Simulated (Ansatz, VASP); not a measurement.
## Two plane-wave programs on Al

```xyz
4
Lattice="2.9735 0.0000 0.0000 -1.4868 2.5752 0.0000 0.0000 0.0000 9.8674" Properties=species:S:1:pos:R:3 pbc="T T T"
Al   -1.4868    2.5752    0.0000
Al   -1.4868    2.5752    4.9337
Al    0.0000    1.7168    2.4669
Al    1.4868    0.8584    7.4006
```

Alike in both runs: task single point; functional RPBE; k mesh 14 × 14 × 4; occupations fermi-dirac, width 0.1 eV; no spin polarisation.

```csv
,VASP,Ansatz
version,VASP 6.6.1,Ansatz 0.2.0
potentials or method,"VASP PAW PBE potentials, release 64 (Al), cutoff 520 eV","plane waves (420 eV) with PAW, scalar-relativistic"
valence electrons in the cell,12,12
```

Ansatz gave:

- pressure (GPa): -6.5
- traceless stress, the component that is largest in VASP (GPa): 0.55

Question: Which values does VASP return?

Answer: Pressure (GPa): -6.6; traceless stress, the component that is largest in VASP (GPa): 0.56.

VASP's potentials were made for PBE, not for RPBE. With one functional, cell and mesh, what is left measures potentials, basis and numerics.
